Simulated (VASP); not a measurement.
Here is a VASP 6.6.1 calculation.

File POSCAR:

```
OsSe
1.0
    0.0000000000      2.7219284179      2.7219284179
    2.7219284179      0.0000000000      2.7219284179
    2.7219284179      2.7219284179      0.0000000000
Os Se
1 1
Direct
    0.0000000000      0.0000000000      0.0000000000
    0.2500000000      0.2500000000      0.2500000000
```

File INCAR.step1:

```
PREC = Accurate
ENCUT = 520
EDIFF = 1E-7
ISMEAR = 0
SIGMA = 0.05
LREAL = F
LASPH = T
NELM = 150
ALGO = Normal
ISIF = 2
LWAVE = F
LCHARG = T
ISPIN = 2
MAGMOM = 0.05 0
LMAXMIX = 4
GGA = PS
NBANDS = 18
```

Contents of KPOINTS.step1:

```
regular mesh
0
Gamma
  10 10 10
```

INCAR.step2

```
PREC = Accurate
ENCUT = 520
EDIFF = 1E-7
ISMEAR = -5
SIGMA = 0.05
LREAL = F
LASPH = T
NELM = 150
ALGO = Normal
ISIF = 2
LWAVE = F
LCHARG = F
ISPIN = 2
MAGMOM = 0.05 0
LORBIT = 10
LMAXMIX = 4
GGA = PS
NBANDS = 18
NEDOS = 1001
ICHARG = 11
```

File KPOINTS.step2:

```
regular mesh
0
Gamma
  15 15 15
```

Potentials or basis: VASP PAW PBE potentials, release 64 (Os, Se).

Launch:

```bash
$ cat potpaw_PBE.64/Os/POTCAR potpaw_PBE.64/Se/POTCAR > POTCAR
$ cp INCAR.step1 INCAR
$ cp KPOINTS.step1 KPOINTS
$ mpirun -np 1 vasp_std > vasp.out
$ cp INCAR.step2 INCAR
$ cp KPOINTS.step2 KPOINTS
$ mpirun -np 1 vasp_std > vasp.out
```

**Question.** What does it give for the net moment?

**Answer.** 0.00 μB per cell.
